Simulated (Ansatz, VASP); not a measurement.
# W: VASP beside Ansatz

```
CELL_PARAMETERS angstrom
0.00000 1.96901 2.05897
1.96901 0.00000 2.05897
1.96901 1.96901 0.00000
ATOMIC_POSITIONS crystal
W 0.00000 0.00000 0.00000
```

Change from the starting cell: strain -0.015 along x and y, +0.030 along z, atoms carried along.

Alike in both runs: task single point; functional PBEsol; k mesh 26 × 26 × 26; occupations gaussian, width 0.15 eV; no spin polarisation.

|  | VASP | Ansatz |
| --- | --- | --- |
| version | VASP 6.6.1 | Ansatz 0.2.0 |
| potentials or method | VASP PAW PBE potentials, release 64 (W_sv), cutoff 520 eV | scalar-relativistic, plane waves, PAW |
| valence electrons in the cell | 14 | 14 |

|  | VASP | Ansatz | Ansatz less VASP |
| --- | --- | --- | --- |
| gap on the k mesh at the Fermi level (eV) | none | none | - |
| pressure (GPa) | 0.9 | 0.2 | -0.67 |
| traceless stress, the component that is largest in VASP (GPa) | 7.25 | 7.20 | -0.057 |

VASP's potentials were made for PBE, not for PBEsol. A gap of «none» marks a metal or a gap that the smearing closes. The functional is the same, so the differences come from potentials, cutoffs and numerics.

Neither program's run includes spin-orbit coupling.
